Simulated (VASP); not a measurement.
Runs of VASP 6.6.1 on Ge. The structure is that of space group Fm-3m (No. 225), or close to it. The cells are those of the table. 

```csv
cell,k mesh,gap on the mesh (eV),pressure (GPa)
"a = 3.130 Å, angles 60.0°, 1 atom",14 × 14 × 14,none,(b)
"a = 3.168 Å, angles 60.0°, 1 atom",14 × 14 × 14,none,-5.1
"a = 2.923 Å, angles 60.0°, 1 atom",14 × 14 × 14,none,(a)
"a = 3.051 Å, angles 60.0°, 1 atom",14 × 14 × 14,none,0.1
"a = 3.091 Å, angles 60.0°, 1 atom",14 × 14 × 14,none,-1.9
"a = 3.051 Å, angles 60.0°, 1 atom",21 × 21 × 21,none,-0.1
"a = 3.009 Å, angles 60.0°, 1 atom",14 × 14 × 14,none,2.7
"a = 2.967 Å, angles 60.0°, 1 atom",14 × 14 × 14,none,(c)
```

Alike in all rows: task single point; level RPBE; potentials or basis VASP PAW PBE potentials, release 64 (Ge_d); no spin polarisation; cutoff (eV) 520; smearing fermi-dirac 0.1 eV.

Question: Fill in the values left out.

Answer: (a) 9.8; (b) -3.7; (c) 5.9.

Caveats: the PAW data sets were made with another functional, which shifts forces and pressure a little.

A k mesh can miss the band edges, and the runs leave out spin-orbit coupling on Ge.

A gap of «none» marks levels without a gap at the run's occupations.
